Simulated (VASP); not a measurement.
Set up this calculation in VASP 6.6.1, as the native input.

- Task: single point
- Functional: PBE
- Potentials or basis: VASP PAW PBE potentials, release 64 (B, N)
- Cutoff: 520 eV
- k mesh: 12 × 12 × 12
- Occupations: gaussian, width 0.05 eV
- Spin: no spin polarisation
- Dipole correction: no
- Further INCAR settings: ALGO = Normal; EDIFF = 1e-07; NBANDS = 11

The structure of BN lies in POSCAR:

```
BN
1.0
    0.0000000000      1.8130010000      1.8130010000
    1.8130010000      0.0000000000      1.8130010000
    1.8130010000      1.8130010000      0.0000000000
B N
1 1
Direct
    0.0000000000      0.0000000000      0.0000000000
    0.7738837542      0.7420387486      0.7420387486
```

This cell differs from its parent crystal: all N atoms moved -0.050 Å, as atom 2 towards its neighbour atom 1 (B) at 1.570 Å.

These files were run (other wordings do the same):

INCAR

```
SYSTEM = BN
ALGO = Normal
EDIFF = 1E-7
ENCUT = 520
GGA = PE
ISIF = 2
ISMEAR = 0
LASPH = .TRUE.
LCHARG = .TRUE.
LELF = .TRUE.
LREAL = .FALSE.
LVHAR = .TRUE.
LWAVE = .FALSE.
NBANDS = 11
NELM = 100
PREC = Accurate
SIGMA = 0.05
```

KPOINTS

```
k-points
0
G
  12 12 12
  0 0 0
```

Potentials or basis: VASP PAW PBE potentials, release 64 (B, N).

Command:

```sh
$ cat potpaw_PBE.64/B/POTCAR potpaw_PBE.64/N/POTCAR > POTCAR
$ mpirun -np 1 vasp_std > vasp.out
```

It gave:

```json
{
 "Pressure": "0.5 GPa",
 "Largest force": "1.050 eV/Å",
 "Band gap on the k mesh": "3.95 eV, indirect (least direct gap 7.93 eV)"
}
```

Caveat: the cell differs from its parent crystal (all N atoms moved -0.050 Å, as atom 2 towards its neighbour atom 1 (B) at 1.570 Å); forces of over 1 eV/Å act on the atoms, so gaps and moduli don't describe the material at rest.

Run time: 14 s on 1 thread of Intel(R) Xeon(R) Platinum 8488C (Sapphire Rapids), on a shared host, peak memory 0.13 GiB.
